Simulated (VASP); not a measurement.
# NaH (Fm-3m) in VASP: single point with PBE

Aim: the single point of NaH with PBE.

Everything below comes from runs of VASP 6.6.1. Logs are shortened: lines on timing, memory, paths and dates and some standing lists are left out, and cuts for length are marked.

## Step 1: The cell of the first run

It takes space group Fm-3m (No. 225, cubic). The conventional cell has a = 4.880 Å, b = 4.880 Å, c = 4.880 Å, α = 90.00°, β = 90.00°, γ = 90.00°. Within 3.2 Å of Na (site symmetry m-3m) lie 6 H at 2.44 Å. H (site symmetry m-3m) has 6 Na at 2.44 Å within 3.2 Å.

## Step 2: Single point, PBE

Contents of INCAR:

```
PREC = Accurate
ENCUT = 520
EDIFF = 1E-6
ISMEAR = 0
SIGMA = 0.05
LREAL = False
LASPH = True
NELM = 60
ALGO = Normal
ISIF = 2
LWAVE = False
LCHARG = False
GGA = PE
NBANDS = 11
```

Contents of KPOINTS:

```
Automatic mesh
0
Gamma
  14 14 14
```

Contents of POSCAR:

```
NaH
1.0
    0.0000000000      2.4400000000      2.4400000000
    2.4400000000      0.0000000000      2.4400000000
    2.4400000000      2.4400000000      0.0000000000
Na H
1 1
Direct
    0.0000000000      0.0000000000      0.0000000000
    0.5000000000      0.5000000000      0.5000000000
```

Potentials or basis: VASP PAW PBE potentials, release 64 (Na_pv, H).

The run is started by

```console
> cat potpaw_PBE.64/Na_pv/POTCAR potpaw_PBE.64/H/POTCAR > POTCAR
> mpirun -np 1 vasp_std > vasp.out
```

OUTCAR:

```text
PREC = Accurate
   ENCUT = 520
   EDIFF = 1E-6
   ISMEAR = 0
   LREAL = False
   LASPH = True
   NELM = 60
   ISIF = 2
   GGA = PE

 ion  position               nearest neighbor table
   1  0.000  0.000  0.000-
   2  0.500  0.500  0.500-

  LATTYP: Found a face centered cubic cell.
 ALAT       =     4.8800000000

  Lattice vectors:

 A1 = (   0.0000000000,   2.4400000000,   2.4400000000)
 A2 = (   2.4400000000,   0.0000000000,   2.4400000000)
 A3 = (   2.4400000000,   2.4400000000,   0.0000000000)

Analysis of symmetry for initial positions (statically):
=====================================================================
 Subroutine PRICEL returns:
 Original cell was already a primitive cell.

 Routine SETGRP: Setting up the symmetry group for a
 face centered cubic supercell.

 Subroutine GETGRP returns: Found 48 space group operations
 (whereof 48 operations were pure point group operations)
 out of a pool of 48 trial point group operations.

The static configuration has the point symmetry O_h .

Analysis of symmetry for dynamics (positions and initial velocities):
=====================================================================
 Subroutine PRICEL returns:
 Original cell was already a primitive cell.

 Routine SETGRP: Setting up the symmetry group for a
 face centered cubic supercell.

 Subroutine GETGRP returns: Found 48 space group operations
 (whereof 48 operations were pure point group operations)
 out of a pool of 48 trial point group operations.

The dynamic configuration has the point symmetry O_h .

 Subroutine INISYM returns: Found 48 space group operations
 (whereof 48 operations are pure point group operations),
 and found     1 'primitive' translations

----------------------------------------------------------------------------------------

                                     Primitive cell

  volume of cell :      29.0536

  direct lattice vectors                    reciprocal lattice vectors
     0.000000000  2.440000000  2.440000000    -0.204918033  0.204918033  0.204918033
     2.440000000  0.000000000  2.440000000     0.204918033 -0.204918033  0.204918033
     2.440000000  2.440000000  0.000000000     0.204918033  0.204918033 -0.204918033

  length of vectors
     3.450681092  3.450681092  3.450681092     0.354928444  0.354928444  0.354928444

  position of ions in fractional coordinates (direct lattice)
     0.000000000  0.000000000  0.000000000
     0.500000000  0.500000000  0.500000000

  ion indices of the primitive-cell ions
   primitive index   ion index
                 1           1
                 2           2

----------------------------------------------------------------------------------------

 KPOINTS: Automatic mesh

Automatic generation of k-mesh.
 Grid dimensions read from file:
 generate k-points for:   14   14   14

 Generating k-lattice:

  Cartesian coordinates                     Fractional coordinates (reciprocal lattice)
    -0.014637002  0.014637002  0.014637002     0.071428571  0.000000000  0.000000000
     0.014637002 -0.014637002  0.014637002     0.000000000  0.071428571  0.000000000
     0.014637002  0.014637002 -0.014637002     0.000000000  0.000000000  0.071428571

  Length of vectors
     0.025352032  0.025352032  0.025352032

  Shift w.r.t. Gamma in fractional coordinates (k-lattice)
     0.000000000  0.000000000  0.000000000

 Subroutine IBZKPT returns following result:
 ===========================================

 Found    104 irreducible k-points:

 Following reciprocal coordinates:
            Coordinates               Weight
  0.000000  0.000000  0.000000      1.000000
  0.071429  0.000000  0.000000      8.000000
  0.142857  0.000000  0.000000      8.000000
  0.214286  0.000000  0.000000      8.000000
  0.285714  0.000000  0.000000      8.000000
  0.357143  0.000000  0.000000      8.000000
[... 16 lines left out ...]
  0.214286  0.142857  0.000000     24.000000
  0.285714  0.142857  0.000000     24.000000
 [... further k-points ...]
   k-points           NKPTS =    104   k-points in BZ     NKDIM =    104   number of bands    NBANDS=     11
   number of dos      NEDOS =    301   number of ions     NIONS =      2
   total plane-waves  NPLWV =  21952
   dimension x,y,z NGX =    28 NGY =   28 NGZ =   28
   dimension x,y,z NGXF=    56 NGYF=   56 NGZF=   56
   ions per type =               1   1
   NGX,Y,Z   is equivalent  to a cutoff of  13.49, 13.49, 13.49 a.u.
   NGXF,Y,Z  is equivalent  to a cutoff of  26.98, 26.98, 26.98 a.u.
 SYSTEM =  unknown system
   PREC   = accura    normal or accurate (medium, high low for compatibility)
   ISTART =      0    job   : 0-new  1-cont  2-samecut
   ICHARG =      2    charge: 1-file 2-atom 10-const
   ISPIN  =      1    spin polarized calculation?
   LNONCOLLINEAR =      F non collinear calculations
   LSORBIT =      F    spin-orbit coupling
   LASPH  =      T    aspherical Exc in radial PAW
   ENCUT  =  520.0 eV  38.22 Ry    6.18 a.u.   6.42  6.42  6.42*2*pi/ulx,y,z
   NELM   =     60;   NELMIN=  2; NELMDL= -5     # of ELM steps
   EDIFF  = 0.1E-05   stopping-criterion for ELM
   LREAL  =      F    real-space projection
   EDIFFG = 0.1E-04   stopping-criterion for IOM
   NSW    =      0    number of steps for IOM
   IBRION =     -1    ionic relax: 0-MD 1-quasi-New 2-CG
   NFREE  =      0    steps in history (QN), initial steepest desc. (CG)
   ISIF   =      2    stress and relaxation
   ISYM   =      2    0-nonsym 1-usesym 2-fastsym
   POTIM  = 0.5000    time-step for ionic-motion
   TEBEG  =    0.0;   TEEND  =   0.0 temperature during run
   PSTRESS=    0.0 pullay stress
   NELECT =       8.0000    total number of electrons
   NUPDOWN=      -1.0000    fix difference up-down
   EMIN   =  10.00;   EMAX   =-10.00  energy-range for DOS
   EFERMI =   0.00;   METHOD = LEGACY
   ISMEAR =     0;   SIGMA  =   0.05  broadening in eV -4-tet -1-fermi 0-gaus
   EFERMI_NEDOS =   21; number of points for ismear=-14 and -15
   IALGO  =     38    algorithm
   IMIX   =      4    mixing-type and parameters
     AMIX     =   0.40;   BMIX     =  1.00
     AMIX_MAG =   1.60;   BMIX_MAG =  1.00
  volume/ion in A,a.u.               =      14.53        98.03
  Fermi-wavevector in a.u.,A,eV,Ry     =   1.065054  2.012660 15.433636  1.134340
  Thomas-Fermi vector in A             =   2.200593
   LORBIT       =      0    0 simple, 1 ext, 2 COOP (PROOUT), +10 PAW based schemes
   GGA     = PE    functional components
   LHFCALC =     F    Hartree Fock is set to
   AEXX    =    0.0000 exact exchange contribution
   IVDW    =     0    specifies the selected vdW correction
   LEPSILON=     F    determine dielectric tensor
   LRPA    =     F    only Hartree local field effects (RPA)
 non-spin polarized calculation
 Gauss-broadening in eV      SIGMA  =   0.05
  energy-cutoff  :      520.00
  volume of cell :       29.05
 maximum number of plane-waves:       801
 NGX is ok and might be reduce to    28
   NGX = 13   NGY = 13   NGZ = 13

 number of electron       8.0000008 magnetization

 Free energy of the ion-electron system (eV)
  ---------------------------------------------------
  ext. energy  EPLUGINS =         0.00000000
  ---------------------------------------------------
  free energy    TOTEN  =        -5.08604283 eV

  energy without entropy =       -5.08604283  energy(sigma->0) =       -5.08604283

 E-fermi :  -0.9430     XC(G=0):  -7.6723

 val. band max:       -1.2139087867   @ k =  -0.2857   0.5000   0.2143
 cond. band min:       2.5067219021   @ k =   0.5000   0.0000   0.0000
 fundamental gap:      3.7206306888
 Fermi energy:        -0.9430183334

 k-point     1 :       0.0000    0.0000    0.0000
  band No.  band energies     occupation
      1     -23.3597      2.00000
      2     -23.3597      2.00000
      3     -23.3597      2.00000
      4      -4.7405      2.00000
      5       8.9584      0.00000
      6      14.1803      0.00000
      7      14.1803      0.00000
      8      14.1803      0.00000
      9      14.9678      0.00000
     10      14.9678      0.00000
     11      14.9678      0.00000

 k-point     2 :       0.0714    0.0000    0.0000
  band No.  band energies     occupation
      1     -23.3640      2.00000
      2     -23.3603      2.00000
      3     -23.3603      2.00000
      4      -4.6545      2.00000
      5       8.6853      0.00000
      6      12.6971      0.00000
      7      13.7740      0.00000
      8      13.7740      0.00000
      9      15.4589      0.00000
     10      15.4589      0.00000
     11      15.6491      0.00000

 k-point     3 :       0.1429    0.0000    0.0000
  band No.  band energies     occupation
      1     -23.3759      2.00000
      2     -23.3617      2.00000
      3     -23.3617      2.00000
      4      -4.3999      2.00000
      5       7.8576      0.00000
      6      11.2883      0.00000
      7      13.2314      0.00000
      8      13.2314      0.00000
      9      16.1184      0.00000
     10      16.1184      0.00000
     11      16.2675      0.00000

 k-point     4 :       0.2143    0.0000    0.0000
  band No.  band energies     occupation
      1     -23.3929      2.00000
      2     -23.3638      2.00000
      3     -23.3638      2.00000
      4      -3.9901      2.00000
      5       6.5886      0.00000
      6      10.4110      0.00000
      7      12.7778      0.00000
      8      12.7778      0.00000
      9      16.1606      0.00000
     10      16.1606      0.00000
     11      16.9677      0.00000

 k-point     5 :       0.2857    0.0000    0.0000
  band No.  band energies     occupation
      1     -23.4117      2.00000
      2     -23.3661      2.00000
      3     -23.3660      2.00000
      4      -3.4520      2.00000
      5       5.1795      0.00000
      6       9.8970      0.00000
      7      12.4305      0.00000
      8      12.4305      0.00000
      9      15.6938      0.00000
     10      15.6938      0.00000
     11      17.4375      0.00000
[... 211 lines left out ...]
 k-point    21 :      -0.0714    0.0714    0.0000
  band No.  band energies     occupation
      1     -23.3699      2.00000
      2     -23.3626      2.00000
      3     -23.3604      2.00000
      4      -4.5124      2.00000
      5       8.2624      0.00000
      6      11.6506      0.00000
      7      12.9785      0.00000
      8      14.4351      0.00000
      9      14.7836      0.00000
     10      15.6003      0.00000
     11      17.2752      0.00000

 k-point    22 :       0.1429    0.1429    0.0000
  band No.  band energies     occupation
      1     -23.3754      2.00000
      2     -23.3652      2.00000
      3     -23.3652      2.00000
      4      -4.2897      2.00000
      5       7.7704      0.00000
      6      11.8716      0.00000
      7      11.9138      0.00000
      8      11.9138      0.00000
      9      15.3791      0.00000
     10      16.8720      0.00000
     11      18.2017      0.00000

 k-point    23 :       0.2143    0.1429    0.0000
  band No.  band energies     occupation
      1     -23.3863      2.00000
      2     -23.3679      2.00000
      3     -23.3672      2.00000
      4      -3.9916      2.00000
      5       7.0680      0.00000
      6      10.3365      0.00000
      7      11.4498      0.00000
      8      12.5843      0.00000
      9      14.7463      0.00000
     10      16.7954      0.00000
     11      18.8849      0.00000

 k-point    24 :       0.2857    0.1429    0.0000
  band No.  band energies     occupation
      1     -23.4014      2.00000
      2     -23.3705      2.00000
      3     -23.3695      2.00000
      4      -3.5513      2.00000
      5       6.0306      0.00000
      6       9.2226      0.00000
      7      11.1292      0.00000
      8      13.0962      0.00000
      9      14.3389      0.00000
     10      16.7580      0.00000
     11      18.3494      0.00000

 [... further k-points ...]
[... 5 lines left out ...]
  --------------------------------------------------------------------------------------
  -------------------------------------------------------------------------------------
  Total       -0.1242061     -0.1242061     -0.1242061     -0.0000000     -0.0000000      0.0000000
  in kB       -6.8494218     -6.8494218     -6.8494218     -0.0000000     -0.0000000      0.0000000
  external PRESSURE =      -6.8494218 kB  Pullay stress =       0.0000000 kB

 VOLUME and BASIS-vectors are now :
 -----------------------------------------------------------------------------
  energy-cutoff  :      520.00
  volume of cell :       29.05
      direct lattice vectors                 reciprocal lattice vectors
     0.000000000  2.440000000  2.440000000    -0.204918033  0.204918033  0.204918033
     2.440000000  0.000000000  2.440000000     0.204918033 -0.204918033  0.204918033
     2.440000000  2.440000000  0.000000000     0.204918033  0.204918033 -0.204918033

 POSITION                                       TOTAL-FORCE (eV/Angst)
 -----------------------------------------------------------------------------------
      0.00000      0.00000      0.00000         0.000000     -0.000000      0.000000
      2.44000      2.44000      2.44000        -0.000000      0.000000      0.000000
 -----------------------------------------------------------------------------------
    total drift:                               -0.000000      0.000000      0.000000

  FREE ENERGIE OF THE ION-ELECTRON SYSTEM (eV)
  ---------------------------------------------------
  free  energy   TOTEN  =        -5.0860428287 eV

  energy  without entropy=       -5.0860428287  energy(sigma->0) =       -5.08604283
```

It took 46 s on 1 thread of AMD EPYC 7R13, shared host; peak memory 0.14 GiB.

What came out:

| Item | Value |
| --- | --- |
| Free energy | -5.0860 eV |
| Pressure | -0.7 GPa |
| Band gap on the k mesh | 3.72 eV, indirect (least direct gap 4.55 eV) |
